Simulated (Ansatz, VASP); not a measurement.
# LaCuTe2 in VASP and in Ansatz

```
Cu La Te
1.0
     2.25399    1.30134    6.79814
    -2.25399    1.30134    6.79814
     0.00000   -2.60268    6.79814
Cu La Te
1 1 2
Direct
  0.00000 0.00000 0.00000
  0.50000 0.50000 0.50000
  0.26042 0.26042 0.26042
  0.73958 0.73958 0.73958
```

Change from the starting cell: hydrostatic strain +0.7%.

Alike in both runs: task single point; functional r2SCAN; k mesh 6 × 6 × 6; no spin polarisation.

```csv
,VASP,Ansatz
version,VASP 6.6.1,Ansatz 0.2.0
potentials or method,"VASP PAW PBE potentials, release 64 (Cu, La, Te)","plane waves, PAW"
plane-wave cutoff (eV),520,500
occupations,"gaussian, width 0.01 eV",fixed
valence electrons in the cell,34,62
```

```tsv
	VASP	Ansatz	Ansatz less VASP
gap on the k mesh at the Fermi level (eV)	1.07	1.08	+0.003
pressure (GPa)	-1.1	-1.0	+0.05
rms of the force components (eV/Å)	0.004	0.000	-0.0042
```

VASP's potentials were made for PBE, not for r2SCAN. Atom by atom the forces differ by 0.004 eV/Å (rms over components). VASP's potentials hold 34 valence electrons a cell and Ansatz's 62, so a difference there can come from the potentials and not from the codes.

Spin-orbit coupling is off throughout.
